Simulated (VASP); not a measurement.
SnO2, 6 atoms in the cell. The typed cell holds 6 atoms: a = 4.715 Å, b = 4.715 Å, c = 3.187 Å, α = 90.00°, β = 90.00°, γ = 90.00°. 

* Program: VASP 6.6.1
* Task: single point
* Functional: r2SCAN
* Potentials or basis: VASP PAW PBE potentials, release 64 (Sn_d, O)
* Cutoff: 520 eV
* k mesh: 6 × 6 × 8
* Occupations: gaussian, width 0.02 eV
* Spin: no spin polarisation
* Dipole correction: no
* Further INCAR settings: ALGO = Normal; EDIFF = 1e-07; NBANDS = 35

Potentials or basis: VASP PAW PBE potentials, release 64 (Sn_d, O).

Run with:

```sh
$ cat potpaw_PBE.64/Sn_d/POTCAR potpaw_PBE.64/O/POTCAR > POTCAR
$ cp INCAR.step1 INCAR
$ mpirun -np 1 vasp_std > vasp.out
$ cp INCAR.step2 INCAR
$ mpirun -np 1 vasp_std > vasp.out
```

Hardware: 1 thread of Intel Xeon 8259CL, on a shared host.

**Question.** How long does it take, and how much memory?

**Answer.** Run time: 11 min on 1 thread of Intel Xeon 8259CL, with other jobs on the host, peak memory 0.28 GiB. Counts: k points 80.
